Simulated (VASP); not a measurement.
A run of VASP 6.6.1:

Contents of INCAR:

```
PREC = Accurate
ENCUT = 520
EDIFF = 1E-7
ISMEAR = 0
SIGMA = 0.15
LREAL = False
LASPH = True
NELM = 100
ALGO = Normal
ISIF = 2
LWAVE = False
LCHARG = False
GGA = PE
NBANDS = 37
```

Contents of KPOINTS:

```
Automatic mesh
0
Gamma
  2 2 3
```

File POSCAR:

```
SbAu3S3
1.0
    5.2493124215      0.0000000000      0.0000000000
   -2.6246562107      4.5460379094      0.0000000000
    0.0000000000      0.0000000000      5.7831219703
Sb S Au
1 3 3
Direct
    0.0000000000      0.0000000000      0.0000000000
    0.5000000000      0.0000000000      0.5000000000
    0.0000000000      0.5000000000      0.5000000000
    0.5000000000      0.5000000000      0.5000000000
    0.3333333333      0.6666666667      0.0858383642
    0.6666666667      0.3333333333      0.9141616358
    0.0000000000      0.0000000000      0.5000000000
```

Potentials or basis: VASP PAW PBE potentials, release 64 (Sb, S, Au).

Launch:

```bash
$ cat potpaw_PBE.64/Sb/POTCAR potpaw_PBE.64/S/POTCAR potpaw_PBE.64/Au/POTCAR > POTCAR
$ mpirun -np 1 vasp_std > vasp.out
```

Hardware: 1 thread of Intel(R) Xeon(R) Platinum 8175M CPU @ 2.50GHz (Skylake/Cascade Lake), with other jobs on the host.

Task: Estimate the wall time of this run.

Result: It took 35 s on 1 thread of Intel(R) Xeon(R) Platinum 8175M CPU @ 2.50GHz (Skylake/Cascade Lake) (shared host), peak memory 0.26 GiB. Counts: scf iterations 17, k points 4.
